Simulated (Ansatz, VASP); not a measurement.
Two plane-wave programs on SnO2

```
Sn O
1.0
     4.44149    0.00000    0.00000
     0.00000    4.44149    0.00000
     0.00000    0.00000    3.36751
Sn O
2 4
Direct
  0.00000 0.00000 0.00000
  0.50000 0.50000 0.50000
  0.30661 0.30661 0.00000
  0.19339 0.80661 0.50000
  0.69339 0.69339 0.00000
  0.80661 0.19339 0.50000
```

Change from the starting cell: strain -0.080 along x and y, +0.040 along z, atoms carried along.

Alike in both runs: task single point; functional PBE; k mesh 6 × 6 × 8; occupations gaussian, width 0.05 eV; no spin polarisation.

|  | VASP | Ansatz |
| --- | --- | --- |
| version | VASP 6.6.1 | Ansatz 0.2.0 |
| potentials or method | VASP PAW PBE potentials, release 64 (Sn_d, O), cutoff 520 eV | scalar-relativistic, plane waves, PAW |
| valence electrons in the cell | 52 | 52 |

Ansatz gave:

- gap on the k mesh at the Fermi level (eV): 1.91
- least direct gap on the mesh (eV): 1.91
- pressure (GPa): 27.6
- traceless stress, the component that is largest in VASP (GPa): -15.19
- rms of the force components (eV/Å): 0.302

Q: Estimate VASP's values.

A: gap on the k mesh at the Fermi level (eV): 1.91; least direct gap on the mesh (eV): 1.91; pressure (GPa): 28.3; traceless stress, the component that is largest in VASP (GPa): -15.03; rms of the force components (eV/Å): 0.303.

Atom by atom the forces differ by 0.001 eV/Å (rms over components). The functional is the same, so the differences come from potentials, cutoffs and numerics.
